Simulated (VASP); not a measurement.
# GaBiTe2Se (P-6m2) in VASP: relaxation of cell and atoms with PBE

Aim: the relaxation of cell and atoms of GaBiTe2Se with PBE.

Everything below comes from runs of VASP 6.6.1. Logs are shortened: lines on timing, memory, paths and dates and some standing lists are left out, and cuts for length are marked.

## Step 1: The cell of the first run

Symmetry: P-6m2, No. 187, hexagonal system. The conventional cell has a = 5.333 Å, b = 5.333 Å, c = 6.296 Å, α = 90.00°, β = 90.00°, γ = 120.00°. Within 4.1 Å of Ga (site symmetry -6m2) lie 5 Te at 3.08 to 3.15 Å and 3 Se at 3.08 Å. Bi (site symmetry -6m2) has 5 Te at 3.08 to 3.15 Å within 4.1 Å. Te (site symmetry -6m2) has 3 Ga at 3.08 Å and 3 Se at 3.08 Å and 2 Bi at 3.15 Å within 4.1 Å. Te (site symmetry -6m2) has 3 Bi at 3.08 Å and 2 Ga at 3.15 Å within 4.1 Å. Within 4.1 Å of Se (site symmetry -6m2) lie 3 Ga at 3.08 Å and 3 Te at 3.08 Å.

The cell was generated, and may not be a known phase.

## Step 2: Relaxation of cell and atoms, PBE

Contents of INCAR:

```
  PREC = Accurate
  ENCUT = 600
  EDIFF = 1E-6
  ISMEAR = 0
  SIGMA = 0.1
  LREAL = False
  LASPH = True
  NELM = 80
  ALGO = Normal
  ISIF = 3
  LWAVE = False
  LCHARG = False
  GGA = PE
  IBRION = 2
  NSW = 100
  EDIFFG = -0.01
```

Contents of KPOINTS:

```
regular mesh
0
Gamma
  12 12 6
```

Contents of POSCAR:

```
GaBiTe2Se
1.0
    5.3327854806      0.0000000000      0.0000000000
   -2.6663927403      4.6183276991      0.0000000000
    0.0000000000      0.0000000000      6.2955079161
Ga Bi Te Se
1 1 2 1
Direct
    0.3333333333      0.6666666667      0.5000000000
    0.6666666667      0.3333333333      0.0000000000
    0.6666666667      0.3333333333      0.5000000000
    0.3333333333      0.6666666667      0.0000000000
    0.0000000000      0.0000000000      0.5000000000
```

Potentials or basis: VASP PAW PBE potentials, release 64 (Ga_d, Bi_d, Te, Se).

Launch:

```sh
$ cat potpaw_PBE.64/Ga_d/POTCAR potpaw_PBE.64/Bi_d/POTCAR potpaw_PBE.64/Te/POTCAR potpaw_PBE.64/Se/POTCAR > POTCAR
$ mpirun -np 1 vasp_std > vasp.out
```

OUTCAR:

```text
PREC = Accurate
   ENCUT = 600
   EDIFF = 1E-6
   ISMEAR = 0
   LREAL = False
   LASPH = True
   NELM = 80
   ISIF = 3
   GGA = PE
   IBRION = 2
   NSW = 100
   EDIFFG = -0.01

 ion  position               nearest neighbor table
   1  0.333  0.667  0.500-   3 3.08   3 3.08   3 3.08   4 3.15   4 3.15
   2  0.667  0.333  0.000-   4 3.08   4 3.08   4 3.08   3 3.15   3 3.15
   3  0.667  0.333  0.500-   1 3.08   5 3.08   1 3.08   5 3.08   5 3.08   1 3.08   2 3.15   2 3.15

   4  0.333  0.667  0.000-   2 3.08   2 3.08   2 3.08   1 3.15   1 3.15
   5  0.000  0.000  0.500-   3 3.08   3 3.08   3 3.08

  LATTYP: Found a hexagonal cell.
 ALAT       =     5.3327854806
 C/A-ratio  =     1.1805290010

  Lattice vectors:

 A1 = (   5.3327854806,   0.0000000000,   0.0000000000)
 A2 = (  -2.6663927403,   4.6183276991,   0.0000000000)
 A3 = (   0.0000000000,   0.0000000000,   6.2955079161)

Analysis of symmetry for initial positions (statically):
=====================================================================
 Subroutine PRICEL returns:
 Original cell was already a primitive cell.

 Routine SETGRP: Setting up the symmetry group for a
 hexagonal supercell.

 Subroutine GETGRP returns: Found 12 space group operations
 (whereof 12 operations were pure point group operations)
 out of a pool of 24 trial point group operations.

The static configuration has the point symmetry D_3h.

Analysis of symmetry for dynamics (positions and initial velocities):
=====================================================================
 Subroutine PRICEL returns:
 Original cell was already a primitive cell.

 Routine SETGRP: Setting up the symmetry group for a
 hexagonal supercell.

 Subroutine GETGRP returns: Found 12 space group operations
 (whereof 12 operations were pure point group operations)
 out of a pool of 24 trial point group operations.

The dynamic configuration has the point symmetry D_3h.

 Subroutine INISYM returns: Found 12 space group operations
 (whereof 12 operations are pure point group operations),
 and found     1 'primitive' translations

----------------------------------------------------------------------------------------

                                     Primitive cell

  volume of cell :     155.0492

  direct lattice vectors                    reciprocal lattice vectors
     5.332785481  0.000000000  0.000000000     0.187519262  0.108264297  0.000000000
    -2.666392740  4.618327699  0.000000000     0.000000000  0.216528593  0.000000000
     0.000000000  0.000000000  6.295507916     0.000000000  0.000000000  0.158843419

  length of vectors
     5.332785481  5.332785481  6.295507916     0.216528593  0.216528593  0.158843419

  position of ions in fractional coordinates (direct lattice)
     0.333333333  0.666666667  0.500000000
     0.666666667  0.333333333  0.000000000
     0.666666667  0.333333333  0.500000000
     0.333333333  0.666666667  0.000000000
     0.000000000  0.000000000  0.500000000

  ion indices of the primitive-cell ions
   primitive index   ion index
                 1           1
                 2           2
                 3           3
                 4           4
                 5           5

----------------------------------------------------------------------------------------

 KPOINTS: regular mesh

Automatic generation of k-mesh.
 Grid dimensions read from file:
 generate k-points for:   12   12    6

 Generating k-lattice:

  Cartesian coordinates                     Fractional coordinates (reciprocal lattice)
     0.015626605  0.009022025  0.000000000     0.083333333  0.000000000  0.000000000
     0.000000000  0.018044049  0.000000000     0.000000000  0.083333333  0.000000000
     0.000000000  0.000000000  0.026473903     0.000000000  0.000000000  0.166666667

  Length of vectors
     0.018044049  0.018044049  0.026473903

  Shift w.r.t. Gamma in fractional coordinates (k-lattice)
     0.000000000  0.000000000  0.000000000

 Subroutine IBZKPT returns following result:
 ===========================================

 Found     76 irreducible k-points:

 Following reciprocal coordinates:
            Coordinates               Weight
  0.000000  0.000000  0.000000      1.000000
  0.083333 -0.000000  0.000000      6.000000
  0.166667 -0.000000  0.000000      6.000000
  0.250000  0.000000  0.000000      6.000000
  0.333333 -0.000000  0.000000      6.000000
  0.416667 -0.000000  0.000000      6.000000
[... 16 lines left out ...]
  0.250000  0.000000  0.166667     12.000000
  0.333333 -0.000000  0.166667     12.000000
 [... further k-points ...]
   k-points           NKPTS =     76   k-points in BZ     NKDIM =     76   number of bands    NBANDS=     27
   number of dos      NEDOS =    301   number of ions     NIONS =      5
   total plane-waves  NPLWV = 115200
   dimension x,y,z NGX =    48 NGY =   48 NGZ =   50
   dimension x,y,z NGXF=    96 NGYF=   96 NGZF=  100
   ions per type =               1   1   2   1
   NGX,Y,Z   is equivalent  to a cutoff of  14.96, 14.96, 13.20 a.u.
   NGXF,Y,Z  is equivalent  to a cutoff of  29.93, 29.93, 26.41 a.u.
 SYSTEM =  unknown system
   PREC   = accura    normal or accurate (medium, high low for compatibility)
   ISTART =      0    job   : 0-new  1-cont  2-samecut
   ICHARG =      2    charge: 1-file 2-atom 10-const
   ISPIN  =      1    spin polarized calculation?
   LNONCOLLINEAR =      F non collinear calculations
   LSORBIT =      F    spin-orbit coupling
   LASPH  =      T    aspherical Exc in radial PAW
   ENCUT  =  600.0 eV  44.10 Ry    6.64 a.u.  10.65 10.65 12.57*2*pi/ulx,y,z
   NELM   =     80;   NELMIN=  2; NELMDL= -5     # of ELM steps
   EDIFF  = 0.1E-05   stopping-criterion for ELM
   LREAL  =      F    real-space projection
   EDIFFG = -.1E-01   stopping-criterion for IOM
   NSW    =    100    number of steps for IOM
   IBRION =      2    ionic relax: 0-MD 1-quasi-New 2-CG
   NFREE  =      1    steps in history (QN), initial steepest desc. (CG)
   ISIF   =      3    stress and relaxation
   ISYM   =      2    0-nonsym 1-usesym 2-fastsym
   POTIM  = 0.5000    time-step for ionic-motion
   TEBEG  =    0.0;   TEEND  =   0.0 temperature during run
   PSTRESS=    0.0 pullay stress
   NELECT =      46.0000    total number of electrons
   NUPDOWN=      -1.0000    fix difference up-down
   EMIN   =  10.00;   EMAX   =-10.00  energy-range for DOS
   EFERMI =   0.00;   METHOD = LEGACY
   ISMEAR =     0;   SIGMA  =   0.10  broadening in eV -4-tet -1-fermi 0-gaus
   EFERMI_NEDOS =   21; number of points for ismear=-14 and -15
   IALGO  =     38    algorithm
   IMIX   =      4    mixing-type and parameters
     AMIX     =   0.40;   BMIX     =  1.00
     AMIX_MAG =   1.60;   BMIX_MAG =  1.00
  volume/ion in A,a.u.               =      31.01       209.26
  Fermi-wavevector in a.u.,A,eV,Ry     =   1.091870  2.063335 16.220592  1.192180
  Thomas-Fermi vector in A             =   2.228124
   LORBIT       =      0    0 simple, 1 ext, 2 COOP (PROOUT), +10 PAW based schemes
   GGA     = PE    functional components
   LHFCALC =     F    Hartree Fock is set to
   AEXX    =    0.0000 exact exchange contribution
   IVDW    =     0    specifies the selected vdW correction
   LEPSILON=     F    determine dielectric tensor
   LRPA    =     F    only Hartree local field effects (RPA)
 conjugate gradient relaxation of ions
 non-spin polarized calculation
 Gauss-broadening in eV      SIGMA  =   0.10
  energy-cutoff  :      600.00
  volume of cell :      155.05
 maximum number of plane-waves:      5233
 NGX is ok and might be reduce to    48
   NGX = 21   NGY = 21   NGZ = 25

 number of electron      46.0000009 magnetization

 Free energy of the ion-electron system (eV)
  ---------------------------------------------------
  ext. energy  EPLUGINS =         0.00000000
  ---------------------------------------------------
  free energy    TOTEN  =       -16.36377329 eV

  energy without entropy =      -16.35121600  energy(sigma->0) =      -16.35749464

 E-fermi :   5.2177     XC(G=0):  -9.1959

 val. band max:        5.2115647829   @ k =   0.3333   0.1667   0.3333
 cond. band min:       5.2479688130   @ k =   0.3333   0.2500   0.5000
 fundamental gap:      0.0364040301
 Fermi energy:         5.2177481671

 k-point     1 :       0.0000    0.0000    0.0000
  band No.  band energies     occupation
      1     -18.4684      2.00000
      2     -18.4684      2.00000
      3     -18.4098      2.00000
      4     -18.4056      2.00000
      5     -18.4056      2.00000
      6      -9.5443      2.00000
[... 19 lines left out ...]
     26       5.7641      0.00000
     27       8.7097      0.00000

 k-point     2 :       0.0833   -0.0000    0.0000
  band No.  band energies     occupation
      1     -18.4684      2.00000
      2     -18.4682      2.00000
      3     -18.4096      2.00000
      4     -18.4056      2.00000
      5     -18.4056      2.00000
      6      -9.5426      2.00000
[... 19 lines left out ...]
     26       5.8978      0.00000
     27       8.6841      0.00000

 k-point     3 :       0.1667   -0.0000    0.0000
  band No.  band energies     occupation
      1     -18.4687      2.00000
      2     -18.4678      2.00000
      3     -18.4092      2.00000
      4     -18.4057      2.00000
      5     -18.4056      2.00000
      6      -9.5384      2.00000
[... 19 lines left out ...]
     26       6.2570      0.00000
     27       8.6380      0.00000

 k-point     4 :       0.2500    0.0000    0.0000
  band No.  band energies     occupation
      1     -18.4690      2.00000
      2     -18.4672      2.00000
      3     -18.4087      2.00000
      4     -18.4058      2.00000
      5     -18.4056      2.00000
      6      -9.5332      2.00000
[... 19 lines left out ...]
     26       6.7478      0.00000
     27       8.6376      0.00000

 k-point     5 :       0.3333   -0.0000    0.0000
  band No.  band energies     occupation
      1     -18.4693      2.00000
      2     -18.4667      2.00000
      3     -18.4081      2.00000
      4     -18.4059      2.00000
      5     -18.4056      2.00000
      6      -9.5287      2.00000
[... 19 lines left out ...]
     26       7.2466      0.00000
     27       8.7057      0.00000

 k-point     6 :       0.4167   -0.0000    0.0000
  band No.  band energies     occupation
      1     -18.4695      2.00000
      2     -18.4662      2.00000
      3     -18.4077      2.00000
      4     -18.4060      2.00000
      5     -18.4056      2.00000
      6      -9.5258      2.00000
[... 444 lines left out ...]
      1     -18.4684      2.00000
      2     -18.4682      2.00000
      3     -18.4095      2.00000
      4     -18.4056      2.00000
      5     -18.4056      2.00000
      6      -9.5416      2.00000
[... 19 lines left out ...]
     26       5.8095      0.00000
     27       7.6900      0.00000

 k-point    22 :       0.1667   -0.0000    0.1667
  band No.  band energies     occupation
      1     -18.4687      2.00000
      2     -18.4678      2.00000
      3     -18.4091      2.00000
      4     -18.4057      2.00000
      5     -18.4056      2.00000
      6      -9.5372      2.00000
[... 19 lines left out ...]
     26       6.1684      0.00000
     27       7.6686      0.00000

 k-point    23 :       0.2500    0.0000    0.1667
  band No.  band energies     occupation
      1     -18.4690      2.00000
      2     -18.4672      2.00000
      3     -18.4085      2.00000
      4     -18.4058      2.00000
      5     -18.4056      2.00000
      6      -9.5319      2.00000
[... 19 lines left out ...]
     26       6.6642      0.00000
     27       7.6768      0.00000

 k-point    24 :       0.3333   -0.0000    0.1667
  band No.  band energies     occupation
      1     -18.4693      2.00000
      2     -18.4667      2.00000
      3     -18.4080      2.00000
      4     -18.4060      2.00000
      5     -18.4057      2.00000
      6      -9.5272      2.00000
[... 19 lines left out ...]
     26       7.1784      0.00000
     27       7.7298      0.00000

 [... further k-points ...]

------------------------ aborting loop because EDIFF is reached ----------------------------------------

  FORCE on cell =-STRESS in cart. coord.  units (eV):
  Direction    XX          YY          ZZ          XY          YZ          ZX
  --------------------------------------------------------------------------------------
  -------------------------------------------------------------------------------------
  Total        0.0119717      0.0119717      0.0459457     -0.0000000     -0.0000000     -0.0000000
  in kB        0.1237077      0.1237077      0.4747726     -0.0000000     -0.0000000     -0.0000000
  external PRESSURE =       0.2407293 kB  Pullay stress =       0.0000000 kB

 VOLUME and BASIS-vectors are now :
 -----------------------------------------------------------------------------
  energy-cutoff  :      600.00
  volume of cell :      155.05
      direct lattice vectors                 reciprocal lattice vectors
     5.332785481  0.000000000  0.000000000     0.187519262  0.108264297  0.000000000
    -2.666392740  4.618327699  0.000000000     0.000000000  0.216528593  0.000000000
     0.000000000  0.000000000  6.295507916     0.000000000  0.000000000  0.158843419

 POSITION                                       TOTAL-FORCE (eV/Angst)
 -----------------------------------------------------------------------------------
     -0.00000      3.07889      3.14775         0.000000     -0.000000      0.000000
      2.66639      1.53944      0.00000        -0.000000      0.000000      0.000000
      2.66639      1.53944      3.14775        -0.000000      0.000000      0.000000
     -0.00000      3.07889      0.00000         0.000000     -0.000000      0.000000
      0.00000      0.00000      3.14775         0.000000     -0.000000      0.000000
 -----------------------------------------------------------------------------------
    total drift:                               -0.000000      0.000000      0.000000

  FREE ENERGIE OF THE ION-ELECTRON SYSTEM (eV)
  ---------------------------------------------------
  free  energy   TOTEN  =       -16.3637732875 eV

  energy  without entropy=      -16.3512160004  energy(sigma->0) =      -16.35749464

 reached required accuracy - stopping structural energy minimisation
```

It took 3.6 min on 1 thread of AMD EPYC 9R45 (Zen 5), shared host; peak memory 0.62 GiB.

Results:

| Item | Value |
| --- | --- |
| Free energy | -16.3638 eV |
| Pressure after relaxing | 0.0 GPa |
| Band gap on the k mesh | zero (bands 23 and 24 overlap by 1.49 eV) |

Final structure:
```
Ga Bi Te Se
1.0
     5.33279    0.00000    0.00000
    -2.66639    4.61833    0.00000
     0.00000    0.00000    6.29551
Ga Bi Te Se
1 1 2 1
Cartesian
  0.0000 3.0789 3.1478
  2.6664 1.5394 0.0000
  2.6664 1.5394 3.1478
  0.0000 3.0789 0.0000
  0.0000 0.0000 3.1478
```

Caveat: spin-orbit coupling is left out, which moves the levels of the heavy elements.

The gap in the log of VASP goes by the Fermi energy; the results here count the filled bands.